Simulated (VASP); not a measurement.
Set up this calculation in VASP 6.6.1, as the native input.

| Item | Value |
| --- | --- |
| Task | single point |
| Functional | PBE |
| Potentials or basis | VASP PAW PBE potentials, release 64 (Rb_sv, Al, Au) |
| Cutoff | 520 eV |
| k mesh | 4 × 4 × 4 |
| Occupations | gaussian, width 0.1 eV |
| Spin | no spin polarisation |
| Dipole correction | no |
| Further INCAR settings | ALGO = Normal; EDIFF = 1e-06; NBANDS = 30 |

The structure of Rb2Al4Au lies in POSCAR:

```
Rb2Al4Au
1.0
   -3.6382844280      3.6382844280      2.9726388265
    3.6382844280     -3.6382844280      2.9726388265
    3.6382844280      3.6382844280     -2.9726388265
Rb Al Au
2 4 1
Direct
    0.7500000000      0.2500000000      0.5000000000
    0.2500000000      0.7500000000      0.5000000000
    0.3030000000      0.3030000000      0.6060000000
    0.3030000000      0.6970000000      0.0000000000
    0.6970000000      0.6970000000      0.3940000000
    0.6970000000      0.3030000000      0.0000000000
    0.0000000000      0.0000000000      0.0000000000
```

One way to write it, as run:

INCAR

```
SYSTEM = Rb2Al4Au
ALGO = Normal ; EDIFF = 1E-6
ENCUT = 520 ; GGA = PE
ISIF = 2 ; ISMEAR = 0
LASPH = .True. ; LCHARG = .True.
LELF = .True. ; LREAL = .False.
LVHAR = .True. ; LWAVE = .False.
NBANDS = 30 ; NELM = 100
PREC = Accurate ; SIGMA = 0.1
```

KPOINTS

```
k-points
0
Gamma
  4 4 4
  0 0 0
```

Potentials or basis: VASP PAW PBE potentials, release 64 (Rb_sv, Al, Au).

Command:

```bash
$ cat potpaw_PBE.64/Rb_sv/POTCAR potpaw_PBE.64/Al/POTCAR potpaw_PBE.64/Au/POTCAR > POTCAR
$ mpirun -np 1 vasp_std > vasp.out
```

Results of the run:

- Pressure: 7.3 GPa
- Largest force: 0.720 eV/Å

It took 57 s on 1 thread of Intel(R) Xeon(R) 6975P-C (Granite Rapids), on a shared host, peak memory 0.34 GiB.
